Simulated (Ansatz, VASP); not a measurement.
One calculation of HgTe, two programs

The input INCAR:

```
SYSTEM = HgTe
PREC = Accurate ; ENCUT = 500
EDIFF = 1E-6 ; ISMEAR = -1
SIGMA = 0.001 ; LREAL = .False.
LASPH = .True. ; NELM = 120
ALGO = Normal ; ISIF = 2
LWAVE = .False. ; LCHARG = .False.
GGA = PE ; NBANDS = 16
GGA_COMPAT = .False.
```

Contents of KPOINTS:

```
regular mesh
0
Gamma
  4 4 4
  0 0 0
```

The input POSCAR:

```
HgTe
1.0
    0.0000000000      3.2891972858      3.2891972858
    3.2891972858      0.0000000000      3.2891972858
    3.2891972858      3.2891972858      0.0000000000
Hg Te
1 1
Direct
    0.0000000000      0.0000000000      0.0000000000
    0.2500000000      0.2500000000      0.2500000000
```

Input for Ansatz:

```yaml
crystal:
  lattice:
    - [0.0, 3.2891972858, 3.2891972858]
    - [3.2891972858, 0.0, 3.2891972858]
    - [3.2891972858, 3.2891972858, 0.0]
  atoms:
    - { symbol: Hg, position: [0.0, 0.0, 0.0] }
    - { symbol: Te, position: [0.25, 0.25, 0.25] }
kpoints:
  mp_grid: { grid: [4, 4, 4] }
hamiltonian:
  xc: pbe
scf:
  occupations: { method: fermi_dirac, width: 0.001 }
  n_extra_bands: 4
output:
  forces: true
  stress: true
  eigenvalues: true
```

Alike in both runs: task single point; functional PBE; k mesh 4 × 4 × 4; occupations fermi-dirac, width 0.001 eV; no spin polarisation.

|  | VASP | Ansatz |
| --- | --- | --- |
| version | VASP 6.6.1 | Ansatz 0.2.0 |
| potentials or method | VASP PAW PBE potentials, release 64 (Hg, Te) | plane waves |
| plane-wave cutoff (eV) | 500 | 420 |
| valence electrons in the cell | 18 | 36 |

VASP gave:

| Quantity | Value |
| --- | --- |
| pressure (GPa) | 1.7 |

**Question.** Which values does Ansatz return?

**Answer.** Pressure (GPa): 1.6.

VASP's potentials hold 18 valence electrons a cell and Ansatz's 36, so a difference there can come from the potentials and not from the codes.

The k mesh is coarse, so the values compare programs but aren't converged. Spin-orbit coupling is off throughout.
